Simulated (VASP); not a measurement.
Set up this calculation in VASP 6.6.1, as the native input.

```
Task                   : single point
Functional             : PBE
Potentials or basis    : VASP PAW PBE potentials, release 64 (Sb, Se)
Cutoff                 : 520 eV
k mesh                 : 12 × 12 × 2
Occupations            : gaussian, width 0.1 eV
Spin                   : no spin polarisation
Dipole correction      : no
Further INCAR settings : ALGO = Normal; EDIFF = 1e-06; NBANDS = 29
```

The structure of Sb2Se5 lies in POSCAR:

```
Sb2Se5
1.0
    3.9774338505      0.0000000000      0.0000000000
   -1.9887169253      3.4445587564      0.0000000000
    0.0000000000      0.0000000000     15.8088469960
Sb Se
2 5
Direct
    0.6666666667      0.3333333333      0.8775478067
    0.3333333333      0.6666666667      0.1224521933
    0.0000000000      0.0000000000      0.4307894226
    0.0000000000      0.0000000000      0.5692105774
    0.3333333333      0.6666666667      0.7765024748
    0.6666666667      0.3333333333      0.2234975252
    0.0000000000      0.0000000000      0.0000000000
```

One way to write it, as run:

INCAR

```
SYSTEM = Sb2Se5
PREC = Accurate
ENCUT = 520
EDIFF = 1E-6
ISMEAR = 0
SIGMA = 0.1
LREAL = .False.
LASPH = .True.
NELM = 60
ALGO = Normal
ISIF = 2
LWAVE = .False.
LCHARG = .False.
GGA = PE
NBANDS = 29
```

KPOINTS

```
regular mesh
0
Gamma
  12 12 2
  0 0 0
```

Potentials or basis: VASP PAW PBE potentials, release 64 (Sb, Se).

Run with:

```console
$ cat potpaw_PBE.64/Sb/POTCAR potpaw_PBE.64/Se/POTCAR > POTCAR
$ mpirun -np 1 vasp_std > vasp.out
```

Results of the run:

```yaml
Pressure: 0.0 GPa
Largest_force: 0.057 eV/Å
Band_gap_on_the_k_mesh: zero (bands 20 and 21 overlap by 1.25 eV)
```

Caveat: spin-orbit coupling is left out, which moves the levels of the heavy elements; this functional lacks dispersion, which binds layers or chains, so the pressure and a relaxed spacing across them are unreliable.

It took 2.4 min on 1 thread of Intel(R) Xeon(R) 6975P-C (Granite Rapids), on a shared host, peak memory 0.42 GiB.
